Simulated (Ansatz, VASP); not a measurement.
## Two plane-wave programs on LiF

File INCAR:

```
ALGO = Normal ; EDIFF = 1E-7
ENCUT = 520 ; GGA = PE
ISIF = 2 ; ISMEAR = 0
LASPH = True ; LCHARG = False
LREAL = False ; LWAVE = False
NBANDS = 18 ; NELM = 80
PREC = Accurate ; SIGMA = 0.05
```

Contents of KPOINTS:

```
k-points
0
Gamma
  9 9 6
```

POSCAR

```
LiF
1.0
    3.2190623661      0.0000000000      0.0000000000
   -1.6095311830      2.7877897854      0.0000000000
    0.0000000000      0.0000000000      5.3616702769
Li F
2 2
Direct
    0.3333333333      0.6666666667      0.3810713234
    0.6666666667      0.3333333333      0.8810713234
    0.3333333333      0.6666666667      0.9939266766
    0.6666666667      0.3333333333      0.4939266766
```

Input for Ansatz:

```yaml
crystal:
  lattice:
    - [3.2190623661, 0.0, 0.0]
    - [-1.609531183, 2.7877897854, 0.0]
    - [0.0, 0.0, 5.3616702769]
  atoms:
    - { symbol: Li, position: [0.3333333333, 0.6666666667, 0.3810713234] }
    - { symbol: Li, position: [0.6666666667, 0.3333333333, 0.8810713234] }
    - { symbol: F, position: [0.3333333333, 0.6666666667, 0.9939266766] }
    - { symbol: F, position: [0.6666666667, 0.3333333333, 0.4939266766] }
basis:
  ecutwfc: 520.0
kpoints:
  mp_grid: { grid: [9, 9, 6] }
hamiltonian:
  xc: pbe
scf:
  occupations: { method: gaussian, width: 0.05 }
output:
  forces: true
  stress: true
  eigenvalues: true
```

Alike in both runs: task single point; functional PBE; k mesh 9 × 9 × 6; occupations gaussian, width 0.05 eV; no spin polarisation.

|  | VASP | Ansatz |
| --- | --- | --- |
| version | VASP 6.6.1 | Ansatz 0.2.0 |
| potentials or method | VASP PAW PBE potentials, release 64 (Li_sv, F), cutoff 520 eV | scalar-relativistic, plane waves, PAW |
| valence electrons in the cell | 20 | 20 |

Ansatz gave:

```
gap on the k mesh at the Fermi level (eV) : 6.93
least direct gap on the mesh (eV)         : 6.93
rms of the force components (eV/Å)        : 0.026
```

**Question.** Estimate VASP's values.

**Answer.** gap on the k mesh at the Fermi level (eV): 6.92; least direct gap on the mesh (eV): 6.92; rms of the force components (eV/Å): 0.030.

Atom by atom the forces differ by 0.003 eV/Å (rms over components).

Noted on VASP's run: the cutoff is short for stress, so the pressure is rough.
